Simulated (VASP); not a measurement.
Input of a VASP 6.6.1 run:

INCAR

```
SYSTEM = Cr
ALGO = Normal ; AMIX = 0.2
AMIX_MAG = 0.8 ; BMIX = 1E-4
BMIX_MAG = 1E-4 ; EDIFF = 1E-6
ENCUT = 500 ; GGA = PE
GGA_COMPAT = .FALSE. ; ISIF = 2
ISMEAR = -1 ; ISYM = -1
I_CONSTRAINED_M = 1 ; KPAR = 4
LAMBDA = 10 ; LASPH = .TRUE.
LCHARG = .TRUE. ; LMAXMIX = 4
LNONCOLLINEAR = .TRUE. ; LORBIT = 11
LREAL = .FALSE. ; LVHAR = .TRUE.
LWAVE = .FALSE. ; MAGMOM = 0 0 0 0 0 0
M_CONSTR = 1.732 1.732 1.732 1.732 1.732 1.732 ; NBANDS = 36
NELM = 200 ; PREC = Accurate
RWIGS = 1.39 ; SIGMA = 0.08
```

Contents of KPOINTS:

```
k-points
0
G
  10 10 10
  0 0 0
```

The input POSCAR:

```
Cr
1.0
    2.8839000000      0.0000000000      0.0000000000
    0.0000000000      2.8839000000      0.0000000000
    0.0000000000      0.0000000000      2.8839000000
Cr
2
Direct
    0.0000000000      0.0000000000      0.0000000000
    0.5000000000      0.5000000000      0.5000000000
```

Potentials or basis: VASP PAW PBE potentials, release 64 (Cr_pv).

Run with:

```console
$ cat potpaw_PBE.64/Cr_pv/POTCAR > POTCAR
$ mpirun -np 4 vasp_ncl > vasp.out
```

Task: Predict the band gap on the k mesh.

Result: Zero (bands 24 and 25 overlap by 1.42 eV).

Moments on the atoms (μB; x, y, z):
```
Cr  0.00 0.00 0.00
Cr  0.00 0.00 0.00
```

Caveat: moments held by a penalty.
